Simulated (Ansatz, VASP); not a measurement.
MnS: VASP beside Ansatz

The input INCAR:

```
  PREC = Accurate
  ENCUT = 520
  EDIFF = 1E-6
  ISMEAR = 0
  SIGMA = 0.05
  LREAL = False
  LASPH = True
  NELM = 150
  ALGO = Normal
  ISIF = 2
  LWAVE = False
  LCHARG = False
  ISPIN = 2
  MAGMOM = 5 0
  LORBIT = 11
  LMAXMIX = 4
  LDAU = True
  LDAUTYPE = 2
  LDAUL = 2 -1
  LDAUU = 4 0
  LDAUJ = 0 0
  LDAUPRINT = 1
  GGA = PE
  NBANDS = 20
```

Contents of KPOINTS:

```
Automatic mesh
0
Gamma
  6 6 6
```

Contents of POSCAR:

```
MnS
1.0
    0.0000000000      2.6122498900      2.6122498900
    2.6122498900      0.0000000000      2.6122498900
    2.6122498900      2.6122498900      0.0000000000
Mn S
1 1
Direct
    0.0000000000      0.0000000000      0.0000000000
    0.5000000000      0.5000000000      0.5000000000
```

Input for Ansatz:

```yaml
crystal:
  lattice:
    - [0.0, 2.61224989, 2.61224989]
    - [2.61224989, 0.0, 2.61224989]
    - [2.61224989, 2.61224989, 0.0]
  atoms:
    - { symbol: Mn, position: [0.0, 0.0, 0.0], spin: 5.0 }
    - { symbol: S, position: [0.5, 0.5, 0.5] }
basis:
  ecutwfc: 420
  ecutrho_ratio: 4
kpoints:
  mp_grid: { grid: [6, 6, 6] }
hamiltonian:
  xc: pbe
  hubbard: { sites: [{ site: 0, l: d, u_eff: 4.0 }] }
scf:
  occupations: { method: gaussian, width: 0.05 }
output:
  forces: true
  stress: true
  eigenvalues: true
  populations: true
  hubbard: { sites: [{ site: 0, l: d }] }
  write_density: true
  write_potential: true
  elf: true
  volumetric_format: npy
magnetization:
  spin_polarized: true
```

Alike in both runs: task single point; functional PBE; k mesh 6 × 6 × 6; occupations gaussian, width 0.05 eV; collinear spin; Hubbard terms Mn d U = 4.0 eV.

```csv
,VASP,Ansatz
version,VASP 6.6.1,Ansatz 0.2.0
potentials or method,"VASP PAW PBE potentials, release 64 (Mn_pv, S), cutoff 520 eV","scalar-relativistic, plane waves, PAW"
valence electrons in the cell,19,21
```

```csv
,VASP,Ansatz,Ansatz less VASP
gap on the k mesh at the Fermi level (eV),0.62,0.89,+0.273
least direct gap on the mesh (eV),2.74,2.59,-0.151
pressure (GPa),3.5,4.2,+0.73
net moment per atom (μB),2.50,2.50,0.000
size of the moment on the site where the two differ most (μB),4.60,4.51,-0.088
```

Site moments also hang on the region over which each program counts them. The programs project onto different local orbitals, so the same U acts differently, and such runs can settle in different states. VASP's potentials hold 19 valence electrons a cell and Ansatz's 21, so a difference there can come from the potentials and not from the codes.
